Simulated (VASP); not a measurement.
# Ta2SiO3 (R-3m) in VASP: single point with PBE

Aim: the single point of Ta2SiO3 with PBE.

Program: VASP 6.6.1. These are calculated values, not measurements. Logs are shortened: lines on timing, memory, paths and dates and some standing lists are left out, and cuts for length are marked.

## 1. The cell of the first run

It takes space group R-3m (No. 166, trigonal). The conventional cell has a = 4.864 Å, b = 4.864 Å, c = 14.333 Å, α = 90.00°, β = 90.00°, γ = 120.00°. Within 2.5 Å of Ta (site symmetry 3m) lie 3 O at 1.88 Å. Within 3.7 Å of Si (site symmetry -3m) lie 6 O at 2.77 Å and 8 Ta at 3.03 to 3.65 Å. O (site symmetry 2/m) has 2 Ta at 1.88 Å and 4 O at 2.43 Å within 2.5 Å.

The cell was generated, and may not be a known phase.

## 2. Single point, PBE

The input, INCAR:

```
SYSTEM = Ta2SiO3
  PREC = Accurate
  ENCUT = 700
  EDIFF = 1E-6
  ISMEAR = 0
  SIGMA = 0.1
  LREAL = .FALSE.
  LASPH = .TRUE.
  NELM = 120
  ALGO = Normal
  ISIF = 2
  LWAVE = .FALSE.
  LCHARG = .FALSE.
  GGA = PE
  NBANDS = 33
  GGA_COMPAT = .FALSE.
```

The input, KPOINTS:

```
Automatic mesh
0
G
  6 6 6
  0 0 0
```

The input, POSCAR:

```
Ta2SiO3
1.0
    2.4320143211      1.4041241250      4.7777386206
   -2.4320143211      1.4041241250      4.7777386206
    0.0000000000     -2.8082482438      4.7777386225
Ta Si O
2 1 3
Direct
    0.7456685360      0.7456685360      0.7456685360
    0.2543314640      0.2543314640      0.2543314640
    0.0000000000      0.0000000000      0.0000000000
    0.0000000000      0.5000000000      0.0000000000
    0.5000000000      0.0000000000      0.0000000000
    0.0000000000      0.0000000000      0.5000000000
```

Potentials or basis: VASP PAW PBE potentials, release 64 (Ta_sv_GW, Si, O).

Run with:

```sh
$ cat potpaw_PBE.64/Ta_sv_GW/POTCAR potpaw_PBE.64/Si/POTCAR potpaw_PBE.64/O/POTCAR > POTCAR
$ mpirun -np 1 vasp_std > vasp.out
```

OUTCAR:

```text
SYSTEM = Ta2SiO3
   PREC = Accurate
   ENCUT = 700
   EDIFF = 1E-6
   ISMEAR = 0
   LREAL = .FALSE.
   LASPH = .TRUE.
   NELM = 120
   ISIF = 2
   GGA = PE

 ion  position               nearest neighbor table
   1  0.746  0.746  0.746-   6 1.88   5 1.88   4 1.88   3 3.03   3 3.03   3 3.03
   2  0.254  0.254  0.254-   6 1.88   5 1.88   4 1.88   3 3.03   3 3.03   3 3.03
   3  0.000  0.000  0.000-   1 3.03   2 3.03   1 3.03   1 3.03   2 3.03   2 3.03
   4  0.000  0.500  0.000-   1 1.88   2 1.88
   5  0.500  0.000  0.000-   1 1.88   2 1.88
   6  0.000  0.000  0.500-   1 1.88   2 1.88

  LATTYP: Found a trigonal (rhomboedric) cell.
 ALAT       =     5.5419350901
 COS(alpha) =     0.6148415928

  Lattice vectors:

 A1 = (   2.4320143211,   1.4041241250,   4.7777386206)
 A2 = (  -2.4320143211,   1.4041241250,   4.7777386206)
 A3 = (   0.0000000000,  -2.8082482438,   4.7777386225)

Analysis of symmetry for initial positions (statically):
=====================================================================
 Subroutine PRICEL returns:
 Original cell was already a primitive cell.

 Routine SETGRP: Setting up the symmetry group for a
 trigonal (rhombohedral) supercell.

 Subroutine GETGRP returns: Found 12 space group operations
 (whereof 12 operations were pure point group operations)
 out of a pool of 12 trial point group operations.

The static configuration has the point symmetry D_3d.

Analysis of symmetry for dynamics (positions and initial velocities):
=====================================================================
 Subroutine PRICEL returns:
 Original cell was already a primitive cell.

 Routine SETGRP: Setting up the symmetry group for a
 trigonal (rhombohedral) supercell.

 Subroutine GETGRP returns: Found 12 space group operations
 (whereof 12 operations were pure point group operations)
 out of a pool of 12 trial point group operations.

The dynamic configuration has the point symmetry D_3d.

 Subroutine INISYM returns: Found 12 space group operations
 (whereof 12 operations are pure point group operations),
 and found     1 'primitive' translations

----------------------------------------------------------------------------------------

                                     Primitive cell

  volume of cell :      97.8916

  direct lattice vectors                    reciprocal lattice vectors
     2.432014321  1.404124125  4.777738621     0.205590895  0.118697958  0.069768014
    -2.432014321  1.404124125  4.777738621    -0.205590895  0.118697958  0.069768014
     0.000000000 -2.808248244  4.777738623     0.000000000 -0.237395917  0.069768014

  length of vectors
     5.541935090  5.541935090  5.541935090     0.247435642  0.247435642  0.247435642

  position of ions in fractional coordinates (direct lattice)
     0.745668536  0.745668536  0.745668536
     0.254331464  0.254331464  0.254331464
     0.000000000  0.000000000  0.000000000
     1.000000000  0.500000000  0.000000000
     0.500000000  1.000000000  0.000000000
     0.000000000  0.000000000  0.500000000

  ion indices of the primitive-cell ions
   primitive index   ion index
                 1           1
                 2           2
                 3           3
                 4           4
                 5           5
                 6           6

----------------------------------------------------------------------------------------

 KPOINTS: Automatic mesh

Automatic generation of k-mesh.
 Grid dimensions read from file:
 generate k-points for:    6    6    6

 Generating k-lattice:

  Cartesian coordinates                     Fractional coordinates (reciprocal lattice)
     0.034265149  0.019782993  0.011628002     0.166666667 -0.000000000  0.000000000
    -0.034265149  0.019782993  0.011628002    -0.000000000  0.166666667  0.000000000
     0.000000000 -0.039565986  0.011628002     0.000000000  0.000000000  0.166666667

  Length of vectors
     0.041239274  0.041239274  0.041239274

  Shift w.r.t. Gamma in fractional coordinates (k-lattice)
     0.000000000  0.000000000  0.000000000

 Subroutine IBZKPT returns following result:
 ===========================================

 Found     32 irreducible k-points:

 Following reciprocal coordinates:
            Coordinates               Weight
  0.000000  0.000000  0.000000      1.000000
  0.166667  0.000000  0.000000      6.000000
  0.333333 -0.000000  0.000000      6.000000
  0.500000 -0.000000  0.000000      3.000000
  0.166667  0.166667  0.000000      6.000000
  0.333333  0.166667  0.000000     12.000000
[... 16 lines left out ...]
  0.500000  0.500000  0.166667      6.000000
 -0.333333  0.500000  0.166667     12.000000
 [... further k-points ...]
   k-points           NKPTS =     32   k-points in BZ     NKDIM =     32   number of bands    NBANDS=     33
   number of dos      NEDOS =    301   number of ions     NIONS =      6
   total plane-waves  NPLWV = 110592
   dimension x,y,z NGX =    48 NGY =   48 NGZ =   48
   dimension x,y,z NGXF=    96 NGYF=   96 NGZF=   96
   ions per type =               2   1   3
   NGX,Y,Z   is equivalent  to a cutoff of  14.40, 14.40, 14.40 a.u.
   NGXF,Y,Z  is equivalent  to a cutoff of  28.80, 28.80, 28.80 a.u.
 SYSTEM =  Ta2SiO3
   PREC   = accura    normal or accurate (medium, high low for compatibility)
   ISTART =      0    job   : 0-new  1-cont  2-samecut
   ICHARG =      2    charge: 1-file 2-atom 10-const
   ISPIN  =      1    spin polarized calculation?
   LNONCOLLINEAR =      F non collinear calculations
   LSORBIT =      F    spin-orbit coupling
   LASPH  =      T    aspherical Exc in radial PAW
   ENCUT  =  700.0 eV  51.45 Ry    7.17 a.u.  11.96 11.96 11.96*2*pi/ulx,y,z
   NELM   =    120;   NELMIN=  2; NELMDL= -5     # of ELM steps
   EDIFF  = 0.1E-05   stopping-criterion for ELM
   LREAL  =      F    real-space projection
   EDIFFG = 0.1E-04   stopping-criterion for IOM
   NSW    =      0    number of steps for IOM
   IBRION =     -1    ionic relax: 0-MD 1-quasi-New 2-CG
   NFREE  =      0    steps in history (QN), initial steepest desc. (CG)
   ISIF   =      2    stress and relaxation
   ISYM   =      2    0-nonsym 1-usesym 2-fastsym
   POTIM  = 0.5000    time-step for ionic-motion
   TEBEG  =    0.0;   TEEND  =   0.0 temperature during run
   PSTRESS=    0.0 pullay stress
   NELECT =      48.0000    total number of electrons
   NUPDOWN=      -1.0000    fix difference up-down
   EMIN   =  10.00;   EMAX   =-10.00  energy-range for DOS
   EFERMI =   0.00;   METHOD = LEGACY
   ISMEAR =     0;   SIGMA  =   0.10  broadening in eV -4-tet -1-fermi 0-gaus
   EFERMI_NEDOS =   21; number of points for ismear=-14 and -15
   IALGO  =     38    algorithm
   IMIX   =      4    mixing-type and parameters
     AMIX     =   0.40;   BMIX     =  1.00
     AMIX_MAG =   1.60;   BMIX_MAG =  1.00
  volume/ion in A,a.u.               =      16.32       110.10
  Fermi-wavevector in a.u.,A,eV,Ry     =   1.290942  2.439527 22.674544  1.666532
  Thomas-Fermi vector in A             =   2.422743
   LORBIT       =      0    0 simple, 1 ext, 2 COOP (PROOUT), +10 PAW based schemes
   GGA     = PE    functional components
   LHFCALC =     F    Hartree Fock is set to
   AEXX    =    0.0000 exact exchange contribution
   IVDW    =     0    specifies the selected vdW correction
   LEPSILON=     F    determine dielectric tensor
   LRPA    =     F    only Hartree local field effects (RPA)
 non-spin polarized calculation
 Gauss-broadening in eV      SIGMA  =   0.10
  energy-cutoff  :      700.00
  volume of cell :       97.89
 maximum number of plane-waves:      4148
   NGX = 23   NGY = 23   NGZ = 23

 number of electron      48.0000003 magnetization

 Free energy of the ion-electron system (eV)
  ---------------------------------------------------
  ext. energy  EPLUGINS =         0.00000000
  ---------------------------------------------------
  free energy    TOTEN  =       -55.70495064 eV

  energy without entropy =      -55.69676814  energy(sigma->0) =      -55.70085939

 E-fermi :   6.2146     XC(G=0): -10.3933

 val. band max:        6.2109566612   @ k =  -0.3333   0.3333   0.3333
 cond. band min:       6.2573488132   @ k =  -0.1667   0.5000   0.1667
 fundamental gap:      0.0463921520
 Fermi energy:         6.2145806126

 k-point     1 :       0.0000    0.0000    0.0000
  band No.  band energies     occupation
      1     -63.4158      2.00000
      2     -63.4108      2.00000
      3     -30.0427      2.00000
      4     -30.0144      2.00000
      5     -30.0144      2.00000
      6     -29.9176      2.00000
[... 25 lines left out ...]
     32      10.9988      0.00000
     33      10.9988      0.00000

 k-point     2 :       0.1667    0.0000    0.0000
  band No.  band energies     occupation
      1     -63.4155      2.00000
      2     -63.4112      2.00000
      3     -30.0352      2.00000
      4     -30.0116      2.00000
      5     -30.0102      2.00000
      6     -29.9224      2.00000
[... 25 lines left out ...]
     32      10.5187      0.00000
     33      10.6226      0.00000

 k-point     3 :       0.3333   -0.0000    0.0000
  band No.  band energies     occupation
      1     -63.4146      2.00000
      2     -63.4121      2.00000
      3     -30.0174      2.00000
      4     -30.0048      2.00000
      5     -29.9999      2.00000
      6     -29.9337      2.00000
[... 25 lines left out ...]
     32       9.9760      0.00000
     33      10.4297      0.00000

 k-point     4 :       0.5000   -0.0000    0.0000
  band No.  band energies     occupation
      1     -63.4134      2.00000
      2     -63.4133      2.00000
      3     -30.0058      2.00000
      4     -30.0010      2.00000
      5     -29.9932      2.00000
      6     -29.9410      2.00000
[... 25 lines left out ...]
     32       9.8135      0.00000
     33      10.6914      0.00000

 k-point     5 :       0.1667    0.1667    0.0000
  band No.  band energies     occupation
      1     -63.4154      2.00000
      2     -63.4113      2.00000
      3     -30.0382      2.00000
      4     -30.0165      2.00000
      5     -30.0013      2.00000
      6     -29.9316      2.00000
[... 604 lines left out ...]
 k-point    22 :      -0.1667    0.3333    0.1667
  band No.  band energies     occupation
      1     -63.4141      2.00000
      2     -63.4125      2.00000
      3     -30.0339      2.00000
      4     -30.0141      2.00000
      5     -30.0069      2.00000
      6     -29.9267      2.00000
[... 25 lines left out ...]
     32      10.2029      0.00000
     33      11.0259      0.00000

 k-point    23 :       0.5000    0.5000    0.1667
  band No.  band energies     occupation
      1     -63.4141      2.00000
      2     -63.4126      2.00000
      3     -30.0370      2.00000
      4     -30.0273      2.00000
      5     -30.0168      2.00000
      6     -29.9166      2.00000
[... 25 lines left out ...]
     32      10.8953      0.00000
     33      11.1021      0.00000

 k-point    24 :      -0.3333    0.5000    0.1667
  band No.  band energies     occupation
      1     -63.4137      2.00000
      2     -63.4129      2.00000
      3     -30.0380      2.00000
      4     -30.0349      2.00000
      5     -30.0077      2.00000
      6     -29.9257      2.00000
[... 25 lines left out ...]
     32      10.6152      0.00000
     33      11.4994      0.00000

 [... further k-points ...]
[... 5 lines left out ...]
  --------------------------------------------------------------------------------------
  -------------------------------------------------------------------------------------
  Total        0.0781517      0.0781517      0.3618178     -0.0000000      0.0000000      0.0000000
  in kB        1.2790985      1.2790985      5.9218201     -0.0000000      0.0000000      0.0000000
  external PRESSURE =       2.8266724 kB  Pullay stress =       0.0000000 kB

 VOLUME and BASIS-vectors are now :
 -----------------------------------------------------------------------------
  energy-cutoff  :      700.00
  volume of cell :       97.89
      direct lattice vectors                 reciprocal lattice vectors
     2.432014321  1.404124125  4.777738621     0.205590895  0.118697958  0.069768014
    -2.432014321  1.404124125  4.777738621    -0.205590895  0.118697958  0.069768014
     0.000000000 -2.808248244  4.777738623     0.000000000 -0.237395917  0.069768014

 POSITION                                       TOTAL-FORCE (eV/Angst)
 -----------------------------------------------------------------------------------
      0.00000      0.00000     10.68783         0.000000     -0.000000     -0.137565
      0.00000      0.00000      3.64539         0.000000      0.000000      0.137565
      0.00000      0.00000      0.00000         0.000000     -0.000000      0.000000
     -1.21601      0.70206      2.38887        -0.000000     -0.000000      0.000000
      1.21601      0.70206      2.38887        -0.000000     -0.000000      0.000000
      0.00000     -1.40412      2.38887        -0.000000     -0.000000      0.000000
 -----------------------------------------------------------------------------------
    total drift:                                0.000000     -0.000000      0.000000

  FREE ENERGIE OF THE ION-ELECTRON SYSTEM (eV)
  ---------------------------------------------------
  free  energy   TOTEN  =       -55.7049506446 eV

  energy  without entropy=      -55.6967681395  energy(sigma->0) =      -55.70085939
```

It took 4.3 min on 1 thread of Intel Xeon Platinum 8488C (Sapphire Rapids), shared host; peak memory 0.42 GiB.

What came out:

```
Free energy            : -55.7050 eV
Pressure               : 0.3 GPa
Largest force          : 0.138 eV/Å
Band gap on the k mesh : zero (bands 24 and 25 overlap by 0.28 eV)
```

Forces on the atoms (eV/Å):
```
Ta   0.000  0.000 -0.138
Ta   0.000  0.000  0.138
Si   0.000  0.000  0.000
O    0.000  0.000  0.000
O    0.000  0.000  0.000
O    0.000  0.000  0.000
```

Stress tensor (GPa, compression positive):
```
0.13 0.00 0.00
0.00 0.13 0.00
0.00 0.00 0.59
```

Caveat: spin-orbit coupling is left out, which moves the levels of the heavy elements.

The gap in the log of VASP goes by the Fermi energy; the results here count the filled bands.